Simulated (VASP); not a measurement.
# In3GaP4 (P4/mmm) in VASP: relaxation of cell and atoms with PBE

Aim: the relaxation of cell and atoms of In3GaP4 with PBE.

Program: VASP 6.6.1. These are calculated values, not measurements. Logs are shortened: lines on timing, memory, paths and dates and some standing lists are left out, and cuts for length are marked.

## Step 1: The cell of the first run

Symmetry: P4/mmm, No. 123, tetragonal system. Conventional cell: a = 3.931 Å, b = 3.931 Å, c = 10.592 Å, α = 90.00°, β = 90.00°, γ = 90.00°. In (site symmetry 4mm) has 6 P at 2.60 to 2.78 Å within 3.4 Å. Within 3.7 Å of In (site symmetry 4/mmm) lie 6 P at 2.78 to 2.85 Å. Ga (site symmetry 4/mmm) has 6 P at 2.44 to 2.78 Å within 3.2 Å. P (site symmetry 4/mmm) has 6 In at 2.70 to 2.78 Å within 3.6 Å. Within 3.2 Å of P (site symmetry 4mm) lie 1 Ga at 2.44 Å and 5 In at 2.78 to 2.85 Å. P (site symmetry 4/mmm) has 2 In at 2.60 Å and 4 Ga at 2.78 Å within 3.4 Å.

## Step 2: Relaxation of cell and atoms, PBE

INCAR reads:

```
ALGO     = Fast           # electronic algorithm
EDIFF    = 1E-6           # SCF threshold, eV
EDIFFG   = -0.01          # ionic threshold
ENCUT    = 600            # plane-wave cutoff, eV
GGA      = PE             # functional
IBRION   = 2              # ionic algorithm
ISIF     = 3              # what is computed and relaxed
ISMEAR   = 0              # smearing method
LASPH    = True           # aspherical terms in the spheres
LCHARG   = False          # write CHGCAR
LREAL    = False          # projectors in reciprocal space
LWAVE    = False          # write WAVECAR
NELM     = 80             # most SCF steps
NSW      = 100            # ionic steps
PREC     = Accurate       # precision mode
SIGMA    = 0.1            # smearing width, eV
```

KPOINTS reads:

```
k-points
0
Gamma
  10 10 4
```

POSCAR reads:

```
In3GaP4
1.0
    3.9307962774      0.0000000000      0.0000000000
    0.0000000000      3.9307962774      0.0000000000
    0.0000000000      0.0000000000     10.5919364552
In Ga P
3 1 4
Direct
    0.0000000000      0.0000000000      0.7455074411
    0.5000000000      0.5000000000      0.0000000000
    0.0000000000      0.0000000000      0.2544925589
    0.5000000000      0.5000000000      0.5000000000
    0.0000000000      0.0000000000      0.0000000000
    0.5000000000      0.5000000000      0.2692771776
    0.0000000000      0.0000000000      0.5000000000
    0.5000000000      0.5000000000      0.7307228224
```

Potentials or basis: VASP PAW PBE potentials, release 64 (In_d, Ga_d, P).

On the command line:

```console
> cat potpaw_PBE.64/In_d/POTCAR potpaw_PBE.64/Ga_d/POTCAR potpaw_PBE.64/P/POTCAR > POTCAR
> mpirun -np 1 vasp_std > vasp.out
```

OUTCAR:

```text
EDIFF = 1E-6
   EDIFFG = -0.01
   ENCUT = 600
   GGA = PE
   IBRION = 2
   ISIF = 3
   ISMEAR = 0
   LASPH = True
   LREAL = False
   NELM = 80
   NSW = 100
   PREC = Accurate

 ion  position               nearest neighbor table
   1  0.000  0.000  0.746-   7 2.60   5 2.70   8 2.78   8 2.78   8 2.78   8 2.78   2 3.87   2 3.87
                             2 3.87   2 3.87
   2  0.500  0.500  0.000-   5 2.78   5 2.78   5 2.78   5 2.78   8 2.85   6 2.85   3 3.87   3 3.87
                             1 3.87   3 3.87   1 3.87   1 3.87   3 3.87   1 3.87
   3  0.000  0.000  0.254-   7 2.60   5 2.70   6 2.78   6 2.78   6 2.78   6 2.78   2 3.87   2 3.87
                             2 3.87   2 3.87
   4  0.500  0.500  0.500-   6 2.44   8 2.44   7 2.78   7 2.78   7 2.78   7 2.78
   5  0.000  0.000  0.000-   1 2.70   3 2.70   2 2.78   2 2.78   2 2.78   2 2.78
   6  0.500  0.500  0.269-   4 2.44   3 2.78   3 2.78   3 2.78   3 2.78   2 2.85
   7  0.000  0.000  0.500-   1 2.60   3 2.60   4 2.78   4 2.78   4 2.78   4 2.78
   8  0.500  0.500  0.731-   4 2.44   1 2.78   1 2.78   1 2.78   1 2.78   2 2.85

  LATTYP: Found a simple tetragonal cell.
 ALAT       =     3.9307962774
 C/A-ratio  =     2.6946032579

  Lattice vectors:

 A1 = (   3.9307962774,   0.0000000000,   0.0000000000)
 A2 = (   0.0000000000,   3.9307962774,   0.0000000000)
 A3 = (   0.0000000000,   0.0000000000,  10.5919364552)

Analysis of symmetry for initial positions (statically):
=====================================================================
 Subroutine PRICEL returns:
 Original cell was already a primitive cell.

 Routine SETGRP: Setting up the symmetry group for a
 simple tetragonal supercell.

 Subroutine GETGRP returns: Found 16 space group operations
 (whereof 16 operations were pure point group operations)
 out of a pool of 16 trial point group operations.

The static configuration has the point symmetry D_4h.

Analysis of symmetry for dynamics (positions and initial velocities):
=====================================================================
 Subroutine PRICEL returns:
 Original cell was already a primitive cell.

 Routine SETGRP: Setting up the symmetry group for a
 simple tetragonal supercell.

 Subroutine GETGRP returns: Found 16 space group operations
 (whereof 16 operations were pure point group operations)
 out of a pool of 16 trial point group operations.

The dynamic configuration has the point symmetry D_4h.

 Subroutine INISYM returns: Found 16 space group operations
 (whereof 16 operations are pure point group operations),
 and found     1 'primitive' translations

----------------------------------------------------------------------------------------

                                     Primitive cell

  volume of cell :     163.6577

  direct lattice vectors                    reciprocal lattice vectors
     3.930796277  0.000000000  0.000000000     0.254401381  0.000000000  0.000000000
     0.000000000  3.930796277  0.000000000     0.000000000  0.254401381  0.000000000
     0.000000000  0.000000000 10.591936455     0.000000000  0.000000000  0.094411443

  length of vectors
     3.930796277  3.930796277 10.591936455     0.254401381  0.254401381  0.094411443

  position of ions in fractional coordinates (direct lattice)
     0.000000000  0.000000000  0.745507441
     0.500000000  0.500000000  0.000000000
     0.000000000  0.000000000  0.254492559
     0.500000000  0.500000000  0.500000000
     0.000000000  0.000000000  0.000000000
     0.500000000  0.500000000  0.269277178
     0.000000000  0.000000000  0.500000000
     0.500000000  0.500000000  0.730722822

  ion indices of the primitive-cell ions
   primitive index   ion index
                 1           1
                 2           2
                 3           3
                 4           4
                 5           5
                 6           6
                 7           7
                 8           8

----------------------------------------------------------------------------------------

 KPOINTS: k-points

Automatic generation of k-mesh.
 Grid dimensions read from file:
 generate k-points for:   10   10    4

 Generating k-lattice:

  Cartesian coordinates                     Fractional coordinates (reciprocal lattice)
     0.025440138  0.000000000  0.000000000     0.100000000  0.000000000  0.000000000
     0.000000000  0.025440138  0.000000000     0.000000000  0.100000000  0.000000000
     0.000000000  0.000000000  0.023602861     0.000000000  0.000000000  0.250000000

  Length of vectors
     0.025440138  0.025440138  0.023602861

  Shift w.r.t. Gamma in fractional coordinates (k-lattice)
     0.000000000  0.000000000  0.000000000

 Subroutine IBZKPT returns following result:
 ===========================================

 Found     63 irreducible k-points:

 Following reciprocal coordinates:
            Coordinates               Weight
  0.000000  0.000000  0.000000      1.000000
  0.100000  0.000000  0.000000      4.000000
  0.200000  0.000000  0.000000      4.000000
  0.300000  0.000000  0.000000      4.000000
  0.400000  0.000000  0.000000      4.000000
  0.500000  0.000000  0.000000      2.000000
[... 16 lines left out ...]
  0.100000  0.000000  0.250000      8.000000
  0.200000  0.000000  0.250000      8.000000
 [... further k-points ...]
   k-points           NKPTS =     63   k-points in BZ     NKDIM =     63   number of bands    NBANDS=     43
   number of dos      NEDOS =    301   number of ions     NIONS =      8
   total plane-waves  NPLWV =  92160
   dimension x,y,z NGX =    32 NGY =   32 NGZ =   90
   dimension x,y,z NGXF=    64 NGYF=   64 NGZF=  180
   ions per type =               3   1   4
   NGX,Y,Z   is equivalent  to a cutoff of  13.53, 13.53, 14.13 a.u.
   NGXF,Y,Z  is equivalent  to a cutoff of  27.07, 27.07, 28.25 a.u.
 SYSTEM =  unknown system
   PREC   = accura    normal or accurate (medium, high low for compatibility)
   ISTART =      0    job   : 0-new  1-cont  2-samecut
   ICHARG =      2    charge: 1-file 2-atom 10-const
   ISPIN  =      1    spin polarized calculation?
   LNONCOLLINEAR =      F non collinear calculations
   LSORBIT =      F    spin-orbit coupling
   LASPH  =      T    aspherical Exc in radial PAW
   ENCUT  =  600.0 eV  44.10 Ry    6.64 a.u.   7.85  7.85 21.15*2*pi/ulx,y,z
   NELM   =     80;   NELMIN=  2; NELMDL= -5     # of ELM steps
   EDIFF  = 0.1E-05   stopping-criterion for ELM
   LREAL  =      F    real-space projection
   EDIFFG = -.1E-01   stopping-criterion for IOM
   NSW    =    100    number of steps for IOM
   IBRION =      2    ionic relax: 0-MD 1-quasi-New 2-CG
   NFREE  =      1    steps in history (QN), initial steepest desc. (CG)
   ISIF   =      3    stress and relaxation
   ISYM   =      2    0-nonsym 1-usesym 2-fastsym
   POTIM  = 0.5000    time-step for ionic-motion
   TEBEG  =    0.0;   TEEND  =   0.0 temperature during run
   PSTRESS=    0.0 pullay stress
   NELECT =      72.0000    total number of electrons
   NUPDOWN=      -1.0000    fix difference up-down
   EMIN   =  10.00;   EMAX   =-10.00  energy-range for DOS
   EFERMI =   0.00;   METHOD = LEGACY
   ISMEAR =     0;   SIGMA  =   0.10  broadening in eV -4-tet -1-fermi 0-gaus
   EFERMI_NEDOS =   21; number of points for ismear=-14 and -15
   IALGO  =     68    algorithm
   IMIX   =      4    mixing-type and parameters
     AMIX     =   0.40;   BMIX     =  1.00
     AMIX_MAG =   1.60;   BMIX_MAG =  1.00
  volume/ion in A,a.u.               =      20.46       138.05
  Fermi-wavevector in a.u.,A,eV,Ry     =   1.245108  2.352912 21.093013  1.550293
  Thomas-Fermi vector in A             =   2.379344
   LORBIT       =      0    0 simple, 1 ext, 2 COOP (PROOUT), +10 PAW based schemes
   GGA     = PE    functional components
   LHFCALC =     F    Hartree Fock is set to
   AEXX    =    0.0000 exact exchange contribution
   IVDW    =     0    specifies the selected vdW correction
   LEPSILON=     F    determine dielectric tensor
   LRPA    =     F    only Hartree local field effects (RPA)
 conjugate gradient relaxation of ions
 non-spin polarized calculation
 RMM-DIIS sequential band-by-band and
 Gauss-broadening in eV      SIGMA  =   0.10
  energy-cutoff  :      600.00
  volume of cell :      163.66
 maximum number of plane-waves:      5500
 NGX is ok and might be reduce to    32
   NGX = 15   NGY = 15   NGZ = 43

--------------------------------------- Ionic step        1  -------------------------------------------

 number of electron      71.9999992 magnetization

 Free energy of the ion-electron system (eV)
  ---------------------------------------------------
  ext. energy  EPLUGINS =         0.00000000
  ---------------------------------------------------
  free energy    TOTEN  =       -31.78620671 eV

  energy without entropy =      -31.76332493  energy(sigma->0) =      -31.77476582

------------------------ aborting loop because EDIFF is reached ----------------------------------------

  FORCE on cell =-STRESS in cart. coord.  units (eV):
  Direction    XX          YY          ZZ          XY          YZ          ZX
  --------------------------------------------------------------------------------------
  -------------------------------------------------------------------------------------
  Total       -1.7404779     -1.7404779      3.9328344      0.0000000      0.0000000      0.0000000
  in kB      -17.0389429    -17.0389429     38.5016906      0.0000000      0.0000000      0.0000000
  external PRESSURE =       1.4746016 kB  Pullay stress =       0.0000000 kB
[... 107 lines left out ...]
  FREE ENERGIE OF THE ION-ELECTRON SYSTEM (eV)
  ---------------------------------------------------
  free  energy   TOTEN  =       -31.8731554634 eV

  energy  without entropy=      -31.8527862607  energy(sigma->0) =      -31.86297086

[... ionic steps 4 to 8 ...]

--------------------------------------- Ionic step        9  -------------------------------------------

 number of electron      72.0000000 magnetization

------------------------ aborting loop because EDIFF is reached ----------------------------------------
[... 79 lines left out ...]
--------------------------------------- Ionic step       11  -------------------------------------------

 number of electron      72.0000000 magnetization

 Free energy of the ion-electron system (eV)
  ---------------------------------------------------
  ext. energy  EPLUGINS =         0.00000000
  ---------------------------------------------------
  free energy    TOTEN  =       -31.87793036 eV

  energy without entropy =      -31.85786484  energy(sigma->0) =      -31.86789760

 E-fermi :   6.8446     XC(G=0): -10.4868

 val. band max:        6.8362450758   @ k =   0.4000   0.0000   0.2500
 cond. band min:       6.8605855324   @ k =   0.4000   0.1000   0.0000
 fundamental gap:      0.0243404566
 Fermi energy:         6.8445887917

 k-point     1 :       0.0000    0.0000    0.0000
  band No.  band energies     occupation
      1      -7.8228      2.00000
      2      -7.7181      2.00000
      3      -7.7150      2.00000
      4      -7.6896      2.00000
      5      -7.6736      2.00000
      6      -7.6736      2.00000
[... 1093 lines left out ...]
     42      11.8324      0.00000
     43      11.9363      0.00000

 [... further k-points ...]

------------------------ aborting loop because EDIFF is reached ----------------------------------------

  FORCE on cell =-STRESS in cart. coord.  units (eV):
  Direction    XX          YY          ZZ          XY          YZ          ZX
  --------------------------------------------------------------------------------------
  -------------------------------------------------------------------------------------
  Total       -0.0593703     -0.0593703     -0.0173688      0.0000000      0.0000000      0.0000000
  in kB       -0.5840209     -0.5840209     -0.1708556      0.0000000      0.0000000      0.0000000
  external PRESSURE =      -0.4462992 kB  Pullay stress =       0.0000000 kB
[... 23 lines left out ...]
  FREE ENERGIE OF THE ION-ELECTRON SYSTEM (eV)
  ---------------------------------------------------
  free  energy   TOTEN  =       -31.8779303628 eV

  energy  without entropy=      -31.8578648423  energy(sigma->0) =      -31.86789760

 reached required accuracy - stopping structural energy minimisation
```

It took 1.9 h on 1 thread of Oxide Virtual Turin-like, shared host; peak memory 0.61 GiB.

What came out:

* Free energy: -31.8779 eV
* Relaxed volume: 20.36 Å³/atom
* Relaxed cell: a = 3.868 Å, b = 3.868 Å, c = 10.885 Å, α = 90.00°, β = 90.00°, γ = 90.00°
* Space group after relaxing (to 0.1 Å): P4/mmm (No. 123)
* Energy gained by relaxing: 11.5 meV/atom
* Ionic steps: 11
* Pressure after relaxing: 0.0 GPa
* Largest force after relaxing: 0.004 eV/Å
* Band gap on the k mesh: zero (bands 36 and 37 overlap by 2.62 eV)

Forces on the atoms (eV/Å):
```
In   0.000  0.000 -0.004
In   0.000  0.000  0.000
In   0.000  0.000  0.004
Ga   0.000  0.000  0.000
P    0.000  0.000  0.000
P    0.000  0.000 -0.004
P    0.000  0.000  0.000
P    0.000  0.000  0.004
```

The path:
```csv
step,energy change (eV),largest force (eV/Å),pressure (GPa),volume (Å³)
1,0.0000,0.2157,0.15,163.66
2,-0.0821,0.1097,-0.45,164.04
3,-0.0869,0.0805,-0.55,164.14
4,-0.0893,0.0780,0.22,162.40
5,-0.0896,0.0788,0.06,162.78
6,-0.0903,0.0636,0.06,162.76
7,-0.0912,0.0403,0.05,162.72
8,-0.0914,0.0088,0.05,162.66
9,-0.0915,0.0176,0.05,162.69
10,-0.0917,0.0112,-0.08,162.94
11,-0.0917,0.0044,-0.04,162.87
```

Final structure:
```xyz
8
Lattice="3.8682 0.0000 0.0000 0.0000 3.8682 0.0000 0.0000 0.0000 10.8851" Properties=species:S:1:pos:R:3 pbc="T T T"
In    0.0000    0.0000    8.1300
In    1.9341    1.9341    0.0000
In    0.0000    0.0000    2.7552
Ga    1.9341    1.9341    5.4426
P     0.0000    0.0000    0.0000
P     1.9341    1.9341    2.8892
P     0.0000    0.0000    5.4426
P     1.9341    1.9341    7.9959
```

Caveat: spin-orbit coupling is left out, which moves the levels of the heavy elements.

The gap in the log of VASP goes by the Fermi energy; the results here count the filled bands.